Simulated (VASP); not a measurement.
# Al (Fm-3m) in VASP: a series of runs

Runs on Al. Level: PBE. Tasks: single point.

Program: VASP 6.6.1. These are calculated values, not measurements. Logs are shortened: lines on timing, memory, paths and dates and some standing lists are left out, and cuts for length are marked.

## (1) The cell of the first run

The structure is cubic, space group Fm-3m (No. 225). The conventional cell has a = 3.967 Å, b = 3.967 Å, c = 3.967 Å, α = 90.00°, β = 90.00°, γ = 90.00°. Within 3.7 Å of Al (site symmetry m-3m) lie 12 Al at 2.81 Å.

## (2) Single point, PBE

INCAR

```
PREC     = Accurate       # precision mode
ENCUT    = 520            # plane-wave cutoff, eV
EDIFF    = 1E-6           # SCF threshold, eV
ISMEAR   = 0              # smearing method
SIGMA    = 0.1            # smearing width, eV
LREAL    = F              # projectors in reciprocal space
LASPH    = T              # aspherical terms in the spheres
NELM     = 60             # most SCF steps
ALGO     = Normal         # electronic algorithm
ISIF     = 2              # what is computed and relaxed
LWAVE    = F              # write WAVECAR
LCHARG   = F              # write CHGCAR
GGA      = PE             # functional
NBANDS   = 8              # bands
```

KPOINTS

```
Automatic mesh
0
Gamma
  11 11 11
```

POSCAR

```
Al
1.0
    0.0000000000      1.9834708509      1.9834708509
    1.9834708509      0.0000000000      1.9834708509
    1.9834708509      1.9834708509      0.0000000000
Al
1
Direct
    0.0000000000      0.0000000000      0.0000000000
```

Potentials or basis: VASP PAW PBE potentials, release 64 (Al).

The run is started by

```console
$ cat potpaw_PBE.64/Al/POTCAR > POTCAR
$ mpirun -np 1 vasp_std > vasp.out
```

OUTCAR:

```text
PREC = Accurate
   ENCUT = 520
   EDIFF = 1E-6
   ISMEAR = 0
   LREAL = F
   LASPH = T
   NELM = 60
   ISIF = 2
   GGA = PE

 ion  position               nearest neighbor table
   1  0.000  0.000  0.000-

  LATTYP: Found a face centered cubic cell.
 ALAT       =     3.9669417018

  Lattice vectors:

 A1 = (   0.0000000000,   1.9834708509,   1.9834708509)
 A2 = (   1.9834708509,   0.0000000000,   1.9834708509)
 A3 = (   1.9834708509,   1.9834708509,   0.0000000000)

Analysis of symmetry for initial positions (statically):
=====================================================================
 Subroutine PRICEL returns:
 Original cell was already a primitive cell.

 Routine SETGRP: Setting up the symmetry group for a
 face centered cubic supercell.

 Subroutine GETGRP returns: Found 48 space group operations
 (whereof 48 operations were pure point group operations)
 out of a pool of 48 trial point group operations.

The static configuration has the point symmetry O_h .

Analysis of symmetry for dynamics (positions and initial velocities):
=====================================================================
 Subroutine PRICEL returns:
 Original cell was already a primitive cell.

 Routine SETGRP: Setting up the symmetry group for a
 face centered cubic supercell.

 Subroutine GETGRP returns: Found 48 space group operations
 (whereof 48 operations were pure point group operations)
 out of a pool of 48 trial point group operations.

The dynamic configuration has the point symmetry O_h .

 Subroutine INISYM returns: Found 48 space group operations
 (whereof 48 operations are pure point group operations),
 and found     1 'primitive' translations

----------------------------------------------------------------------------------------

                                     Primitive cell

  volume of cell :      15.6066

  direct lattice vectors                    reciprocal lattice vectors
     0.000000000  1.983470851  1.983470851    -0.252083362  0.252083362  0.252083362
     1.983470851  0.000000000  1.983470851     0.252083362 -0.252083362  0.252083362
     1.983470851  1.983470851  0.000000000     0.252083362  0.252083362 -0.252083362

  length of vectors
     2.805051378  2.805051378  2.805051378     0.436621190  0.436621190  0.436621190

  position of ions in fractional coordinates (direct lattice)
     0.000000000  0.000000000  0.000000000

  ion indices of the primitive-cell ions
   primitive index   ion index
                 1           1

----------------------------------------------------------------------------------------

 KPOINTS: Automatic mesh

Automatic generation of k-mesh.
 Grid dimensions read from file:
 generate k-points for:   11   11   11

 Generating k-lattice:

  Cartesian coordinates                     Fractional coordinates (reciprocal lattice)
    -0.022916669  0.022916669  0.022916669     0.090909091  0.000000000  0.000000000
     0.022916669 -0.022916669  0.022916669     0.000000000  0.090909091  0.000000000
     0.022916669  0.022916669 -0.022916669     0.000000000  0.000000000  0.090909091

  Length of vectors
     0.039692835  0.039692835  0.039692835

  Shift w.r.t. Gamma in fractional coordinates (k-lattice)
     0.000000000  0.000000000  0.000000000

 Subroutine IBZKPT returns following result:
 ===========================================

 Found     56 irreducible k-points:

 Following reciprocal coordinates:
            Coordinates               Weight
  0.000000  0.000000  0.000000      1.000000
  0.090909  0.000000  0.000000      8.000000
  0.181818  0.000000  0.000000      8.000000
  0.272727  0.000000  0.000000      8.000000
  0.363636  0.000000  0.000000      8.000000
  0.454545  0.000000  0.000000      8.000000
[... 16 lines left out ...]
 -0.272727  0.181818  0.000000     24.000000
 -0.181818  0.181818  0.000000     12.000000
 [... further k-points ...]
   k-points           NKPTS =     56   k-points in BZ     NKDIM =     56   number of bands    NBANDS=      8
   number of dos      NEDOS =    301   number of ions     NIONS =      1
   total plane-waves  NPLWV =  13824
   dimension x,y,z NGX =    24 NGY =   24 NGZ =   24
   dimension x,y,z NGXF=    48 NGYF=   48 NGZF=   48
   ions per type =               1
   NGX,Y,Z   is equivalent  to a cutoff of  14.22, 14.22, 14.22 a.u.
   NGXF,Y,Z  is equivalent  to a cutoff of  28.45, 28.45, 28.45 a.u.
 SYSTEM =  unknown system
   PREC   = accura    normal or accurate (medium, high low for compatibility)
   ISTART =      0    job   : 0-new  1-cont  2-samecut
   ICHARG =      2    charge: 1-file 2-atom 10-const
   ISPIN  =      1    spin polarized calculation?
   LNONCOLLINEAR =      F non collinear calculations
   LSORBIT =      F    spin-orbit coupling
   LASPH  =      T    aspherical Exc in radial PAW
   ENCUT  =  520.0 eV  38.22 Ry    6.18 a.u.   5.22  5.22  5.22*2*pi/ulx,y,z
   NELM   =     60;   NELMIN=  2; NELMDL= -5     # of ELM steps
   EDIFF  = 0.1E-05   stopping-criterion for ELM
   LREAL  =      F    real-space projection
   EDIFFG = 0.1E-04   stopping-criterion for IOM
   NSW    =      0    number of steps for IOM
   IBRION =     -1    ionic relax: 0-MD 1-quasi-New 2-CG
   NFREE  =      0    steps in history (QN), initial steepest desc. (CG)
   ISIF   =      2    stress and relaxation
   ISYM   =      2    0-nonsym 1-usesym 2-fastsym
   POTIM  = 0.5000    time-step for ionic-motion
   TEBEG  =    0.0;   TEEND  =   0.0 temperature during run
   PSTRESS=    0.0 pullay stress
   NELECT =       3.0000    total number of electrons
   NUPDOWN=      -1.0000    fix difference up-down
   EMIN   =  10.00;   EMAX   =-10.00  energy-range for DOS
[... 5 lines left out ...]
     AMIX     =   0.40;   BMIX     =  1.00
     AMIX_MAG =   1.60;   BMIX_MAG =  1.00
  volume/ion in A,a.u.               =      15.61       105.32
  Fermi-wavevector in a.u.,A,eV,Ry     =   0.944814  1.785439 12.145548  0.892673
  Thomas-Fermi vector in A             =   2.072655
   LORBIT       =      0    0 simple, 1 ext, 2 COOP (PROOUT), +10 PAW based schemes
   GGA     = PE    functional components
   LHFCALC =     F    Hartree Fock is set to
   AEXX    =    0.0000 exact exchange contribution
   IVDW    =     0    specifies the selected vdW correction
   LEPSILON=     F    determine dielectric tensor
   LRPA    =     F    only Hartree local field effects (RPA)
 non-spin polarized calculation
 Gauss-broadening in eV      SIGMA  =   0.10
  energy-cutoff  :      520.00
  volume of cell :       15.61
 maximum number of plane-waves:       440
 NGX is ok and might be reduce to    24
   NGX = 11   NGY = 11   NGZ = 11

 number of electron       3.0000000 magnetization

 Free energy of the ion-electron system (eV)
  ---------------------------------------------------
  ext. energy  EPLUGINS =         0.00000000
  ---------------------------------------------------
  free energy    TOTEN  =        -3.74166123 eV

  energy without entropy =       -3.73888553  energy(sigma->0) =       -3.74027338

 E-fermi :   8.5908     XC(G=0): -10.3997

 val. band max:        8.5519927397   @ k =  -0.4545   0.3636   0.0000
 cond. band min:       8.6258297647   @ k =   0.4545   0.1818   0.0909
 fundamental gap:      0.0738370250
 Fermi energy:         8.5908263135

 k-point     1 :       0.0000    0.0000    0.0000
  band No.  band energies     occupation
      1      -2.9317      2.00000
      2      21.5257      0.00000
      3      21.5257      0.00000
      4      21.5257      0.00000
      5      23.4500      0.00000
      6      23.4500      0.00000
      7      23.4500      0.00000
      8      25.4676      0.00000

 k-point     2 :       0.0909    0.0000    0.0000
  band No.  band energies     occupation
      1      -2.6987      2.00000
      2      18.5989      0.00000
      3      20.9575      0.00000
      4      20.9575      0.00000
      5      23.9775      0.00000
      6      24.3820      0.00000
      7      24.3820      0.00000
      8      27.4570      0.00000

 k-point     3 :       0.1818    0.0000    0.0000
  band No.  band energies     occupation
      1      -2.0021      2.00000
      2      14.8332      0.00000
      3      20.2456      0.00000
      4      20.2456      0.00000
      5      23.6845      0.00000
      6      25.1614      0.00000
      7      25.1614      0.00000
      8      26.5717      0.00000

 k-point     4 :       0.2727    0.0000    0.0000
  band No.  band energies     occupation
      1      -0.8492      2.00000
      2      11.2892      0.00000
      3      19.8385      0.00000
      4      19.8385      0.00000
      5      23.4392      0.00000
      6      23.4797      0.00000
      7      23.4797      0.00000
      8      27.6167      0.00000

 k-point     5 :       0.3636    0.0000    0.0000
  band No.  band energies     occupation
      1       0.7485      2.00000
      2       8.0769      2.00000
      3      19.7952      0.00000
      4      19.7952      0.00000
      5      22.0006      0.00000
      6      22.0006      0.00000
      7      23.4918      0.00000
      8      26.0906      0.00000
[... 177 lines left out ...]
 k-point    22 :      -0.3636    0.1818    0.0000
  band No.  band energies     occupation
      1       2.8465      2.00000
      2       6.8927      2.00000
      3      13.4674      0.00000
      4      18.0225      0.00000
      5      19.9787      0.00000
      6      24.6010      0.00000
      7      27.3879      0.00000
      8      30.3677      0.00000

 k-point    23 :      -0.2727    0.1818    0.0000
  band No.  band energies     occupation
      1       0.9749      2.00000
      2       9.7652      0.00000
      3      13.3414      0.00000
      4      19.2827      0.00000
      5      21.3236      0.00000
      6      24.3338      0.00000
      7      26.9211      0.00000
      8      27.4417      0.00000

 k-point    24 :      -0.1818    0.1818    0.0000
  band No.  band energies     occupation
      1      -0.4671      2.00000
      2      12.4999      0.00000
      3      14.1321      0.00000
      4      20.9309      0.00000
      5      23.0008      0.00000
      6      23.9358      0.00000
      7      25.3548      0.00000
      8      26.2791      0.00000

 [... further k-points ...]

------------------------ aborting loop because EDIFF is reached ----------------------------------------

  FORCE on cell =-STRESS in cart. coord.  units (eV):
  Direction    XX          YY          ZZ          XY          YZ          ZX
  --------------------------------------------------------------------------------------
  -------------------------------------------------------------------------------------
  Total        0.4886157      0.4886157      0.4886157      0.0000000      0.0000000     -0.0000000
  in kB       50.1615033     50.1615033     50.1615033      0.0000000      0.0000000     -0.0000000
  external PRESSURE =      50.1615033 kB  Pullay stress =       0.0000000 kB

 VOLUME and BASIS-vectors are now :
 -----------------------------------------------------------------------------
  energy-cutoff  :      520.00
  volume of cell :       15.61
      direct lattice vectors                 reciprocal lattice vectors
     0.000000000  1.983470851  1.983470851    -0.252083362  0.252083362  0.252083362
     1.983470851  0.000000000  1.983470851     0.252083362 -0.252083362  0.252083362
     1.983470851  1.983470851  0.000000000     0.252083362  0.252083362 -0.252083362

 POSITION                                       TOTAL-FORCE (eV/Angst)
 -----------------------------------------------------------------------------------
      0.00000      0.00000      0.00000         0.000000      0.000000      0.000000
 -----------------------------------------------------------------------------------
    total drift:                                0.000000     -0.000000     -0.000000

  FREE ENERGIE OF THE ION-ELECTRON SYSTEM (eV)
  ---------------------------------------------------
  free  energy   TOTEN  =        -3.7416612348 eV

  energy  without entropy=       -3.7388855325  energy(sigma->0) =       -3.74027338
```

Wall time 6.2 s (1 thread of AMD EPYC 7R13 (Zen 3), shared host); peak memory 0.1 GiB.

What came out:

```yaml
Free_energy: -3.7417 eV
Pressure: 5.0 GPa
```

## (3) Single point, PBE

This run uses another cell than the first one, of 16.10 Å³/atom, 1.032 times its volume.

INCAR

```
SYSTEM = Al
PREC = Accurate
ENCUT = 520
EDIFF = 1E-7
ISMEAR = 0
SIGMA = 0.1
LREAL = .FALSE.
LASPH = .TRUE.
NELM = 60
ALGO = Normal
ISIF = 2
LWAVE = .FALSE.
LCHARG = .FALSE.
GGA = PE
NBANDS = 8
```

KPOINTS

```
Automatic mesh
0
G
  11 11 11
  0 0 0
```

POSCAR

```
Al
1.0
    0.0000000000      2.0043510258      2.0043510258
    2.0043510258      0.0000000000      2.0043510258
    2.0043510258      2.0043510258      0.0000000000
Al
1
Direct
    0.0000000000      0.0000000000      0.0000000000
```

Potentials or basis: VASP PAW PBE potentials, release 64 (Al).

The run is started by

```console
$ cat potpaw_PBE.64/Al/POTCAR > POTCAR
$ mpirun -np 1 vasp_std > vasp.out
```

Wall time 6.7 s (1 thread of AMD EPYC 7R13 (Zen 3), shared host); peak memory 0.1 GiB.

The run converged. Its results:

- Free energy: -3.7525 eV
- Pressure: 2.1 GPa

Levels at points of the mesh, in eV from the Fermi level:
| k point | band 1 | band 2 | band 3 | band 4 | band 5 | band 6 |
| --- | --- | --- | --- | --- | --- | --- |
| (0.00, 0.00, 0.00) | -11.31 | 12.75 | 12.75 | 12.75 | 14.43 | 14.43 |

## (4) Single point, PBE

This run uses another cell than the first one, of 16.60 Å³/atom, 1.064 times its volume.

INCAR

```
SYSTEM = Al
ALGO = Normal ; EDIFF = 1E-6
ENCUT = 520 ; GGA = PE
ISIF = 2 ; ISMEAR = 0
LASPH = .True. ; LCHARG = .False.
LREAL = .False. ; LWAVE = .False.
NBANDS = 8 ; NELM = 60
PREC = Accurate ; SIGMA = 0.1
```

KPOINTS

```
k-points
0
Gamma
  11 11 11
  0 0 0
```

POSCAR

```
Al
1.0
    0.0000000000      2.0248050000      2.0248050000
    2.0248050000      0.0000000000      2.0248050000
    2.0248050000      2.0248050000      0.0000000000
Al
1
Direct
    0.0000000000      0.0000000000      0.0000000000
```

Potentials or basis: VASP PAW PBE potentials, release 64 (Al).

The run is started by

```console
$ cat potpaw_PBE.64/Al/POTCAR > POTCAR
$ mpirun -np 1 vasp_std > vasp.out
```

OUTCAR:

```text
SYSTEM = Al
   EDIFF = 1E-6
   ENCUT = 520
   GGA = PE
   ISIF = 2
   ISMEAR = 0
   LASPH = .True.
   LREAL = .False.
   NELM = 60
   PREC = Accurate

 ion  position               nearest neighbor table
   1  0.000  0.000  0.000-

  LATTYP: Found a face centered cubic cell.
 ALAT       =     4.0496100000

  Lattice vectors:

 A1 = (   0.0000000000,   2.0248050000,   2.0248050000)
 A2 = (   2.0248050000,   0.0000000000,   2.0248050000)
[... 443 lines left out ...]
      7      23.9317      0.00000
      8      24.8739      0.00000

 [... further k-points ...]

------------------------ aborting loop because EDIFF is reached ----------------------------------------

  FORCE on cell =-STRESS in cart. coord.  units (eV):
  Direction    XX          YY          ZZ          XY          YZ          ZX
  --------------------------------------------------------------------------------------
  -------------------------------------------------------------------------------------
  Total       -0.0481741     -0.0481741     -0.0481741      0.0000000      0.0000000      0.0000000
  in kB       -4.6488391     -4.6488391     -4.6488391      0.0000000      0.0000000      0.0000000
  external PRESSURE =      -4.6488391 kB  Pullay stress =       0.0000000 kB

 VOLUME and BASIS-vectors are now :
 -----------------------------------------------------------------------------
  energy-cutoff  :      520.00
  volume of cell :       16.60
      direct lattice vectors                 reciprocal lattice vectors
     0.000000000  2.024805000  2.024805000    -0.246937359  0.246937359  0.246937359
     2.024805000  0.000000000  2.024805000     0.246937359 -0.246937359  0.246937359
     2.024805000  2.024805000  0.000000000     0.246937359  0.246937359 -0.246937359

 POSITION                                       TOTAL-FORCE (eV/Angst)
 -----------------------------------------------------------------------------------
      0.00000      0.00000      0.00000         0.000000      0.000000      0.000000
 -----------------------------------------------------------------------------------
    total drift:                                0.000000     -0.000000     -0.000000

  FREE ENERGIE OF THE ION-ELECTRON SYSTEM (eV)
  ---------------------------------------------------
  free  energy   TOTEN  =        -3.7549303689 eV

  energy  without entropy=       -3.7519540403  energy(sigma->0) =       -3.75344220
```

Wall time 6 s (1 thread of AMD EPYC 7R13 (Zen 3), shared host); peak memory 0.1 GiB.

What came out:

```
Free energy : -3.7549 eV
Pressure    : -0.5 GPa
```

Levels at points of the mesh, in eV from the Fermi level:
```tsv
k point	band 1	band 2	band 3	band 4	band 5
(0.00, 0.00, 0.00)	-11.10	12.57	12.57	12.57	14.02
```

## (5) Overview

| cell | gap on the mesh (eV) | pressure (GPa) |
| --- | --- | --- |
| a = 2.805 Å, angles 60.0°, 1 atom | none | 5.0 |
| a = 2.835 Å, angles 60.0°, 1 atom | none | 2.1 |
| a = 2.864 Å, angles 60.0°, 1 atom | none | -0.5 |

Alike in all rows: task single point; level PBE; potentials or basis VASP PAW PBE potentials, release 64 (Al); no spin polarisation; k mesh 11 × 11 × 11; cutoff (eV) 520; smearing gaussian 0.1 eV.

Absolute energies hang on the potentials; compare differences alone.
